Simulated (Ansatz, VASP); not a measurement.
One calculation of MgI2, two programs

POSCAR

```
MgI2
1.0
   -0.0751144117      3.6806061742      3.6806061742
    3.6806061742     -0.0751144117      3.6806061742
    3.6806061742      3.6806061742     -0.0751144117
Mg I
1 2
Direct
    0.0000000000      0.0000000000      0.0000000000
    0.2493108030      0.2493108030      0.2493108030
    0.7506891970      0.7506891970      0.7506891970
```

File INCAR.step1:

```
PREC = Accurate
ENCUT = 520
EDIFF = 1E-5
ISMEAR = 0
SIGMA = 0.01
LREAL = F
LASPH = T
NELM = 80
ALGO = Normal
ISIF = 2
LWAVE = T
NBANDS = 15
GGA = PE
```

INCAR.step2

```
PREC = Accurate
ENCUT = 520
EDIFF = 1E-6
ISMEAR = 0
SIGMA = 0.01
LREAL = F
LASPH = T
NELM = 80
ALGO = Normal
ISIF = 2
LWAVE = F
LCHARG = T
GGA = PE
LHFCALC = T
HFSCREEN = 0.2079
PRECFOCK = Normal
LELF = T
LVHAR = T
NBANDS = 15
ISTART = 1
```

KPOINTS

```
regular mesh
0
Gamma
  4 4 4
```

Input for Ansatz:

```yaml
crystal:
  lattice:
    - [-0.0751144117, 3.6806061742, 3.6806061742]
    - [3.6806061742, -0.0751144117, 3.6806061742]
    - [3.6806061742, 3.6806061742, -0.0751144117]
  atoms:
    - { symbol: Mg, position: [0.0, 0.0, 0.0] }
    - { symbol: I, position: [0.249310803, 0.249310803, 0.249310803] }
    - { symbol: I, position: [0.750689197, 0.750689197, 0.750689197] }
kpoints:
  mp_grid: { grid: [4, 4, 4] }
  band_path:
    path:
      - [0.0, 0.0, 0.0]
      - [0.5, 0.0, 0.5]
      - [0.625, 0.25, 0.625]
      - [0.375, 0.375, 0.75]
      - [0.5, 0.5, 0.5]
      - [0.5, 0.25, 0.75]
      - [0.0, 0.5, 0.5]
    npoints: 1
hamiltonian:
  xc: hse06
scf:
  occupations: { method: fixed }
  n_extra_bands: 4
output:
  forces: true
  stress: true
  eigenvalues: true
```

Change from the starting cell: shear_111 strain -3.0%.

Alike in both runs: task single point; functional HSE06; k mesh 4 × 4 × 4; no spin polarisation.

|  | VASP | Ansatz |
| --- | --- | --- |
| version | VASP 6.6.1 | Ansatz 0.2.0 |
| potentials or method | VASP PAW PBE potentials, release 64 (Mg, I) | plane waves, PAW |
| plane-wave cutoff (eV) | 520 | 420 |
| occupations | gaussian, width 0.01 eV | fixed |
| valence electrons in the cell | 16 | 44 |

VASP gave:

```
gap on the k mesh at the Fermi level (eV)                     : 1.45
pressure (GPa)                                                : 0.4
traceless stress, the component that is largest in VASP (GPa) : -0.37
rms of the force components (eV/Å)                            : 0.007
```

Question: Which values does Ansatz return?

Answer: gap on the k mesh at the Fermi level (eV): 1.52; pressure (GPa): 0.5; traceless stress, the component that is largest in VASP (GPa): -0.36; rms of the force components (eV/Å): 0.006.

Atom by atom the forces differ by 0.002 eV/Å (rms over components). VASP's potentials hold 16 valence electrons a cell and Ansatz's 44, so a difference there can come from the potentials and not from the codes. Ansatz's warnings: stress exchange threshold loose, stress scf threshold loose.

Spin-orbit coupling is off throughout.
